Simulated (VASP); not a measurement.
Input of a VASP 6.6.1 run:

File INCAR:

```
PREC = Accurate ; ENCUT = 520
EDIFF = 1E-6 ; ISMEAR = -1
SIGMA = 0.1 ; LREAL = F
LASPH = T ; NELM = 150
ALGO = Normal ; ISIF = 2
LWAVE = F ; LCHARG = T
ISPIN = 2 ; MAGMOM = 2 2
LORBIT = 11 ; LMAXMIX = 4
LELF = T ; LVHAR = T
NBANDS = 21
```

Contents of KPOINTS:

```
Automatic mesh
0
Gamma
  15 15 8
```

File POSCAR:

```
Ni
1.0
    2.4480230000      0.0000000000      0.0000000000
   -1.2240110000      2.1200500000      0.0000000000
    0.0000000000      0.0000000000      4.0728080000
Ni
2
Direct
    0.3333333333      0.6666666667      0.2500000000
    0.6666666667      0.3333333333      0.7500000000
```

Potentials or basis: VASP PAW LDA potentials, release 64 (Ni).

Command:

```console
$ cat potpaw_LDA.64/Ni/POTCAR > POTCAR
$ mpirun -np 1 vasp_std > vasp.out
```

**Question.** Predict the pressure.

**Answer.** -10.6 GPa.

**Question.** Predict the site moments.

**Answer.** Ni +0.59 μB.

**Question.** What does it give for the net moment?

**Answer.** 1.18 μB per cell.

Stress tensor (GPa, compression positive):
```
 -9.36   0.00   0.00
  0.00  -9.36   0.00
  0.00   0.00 -13.00
```

Caveat: the cell stands under tension.
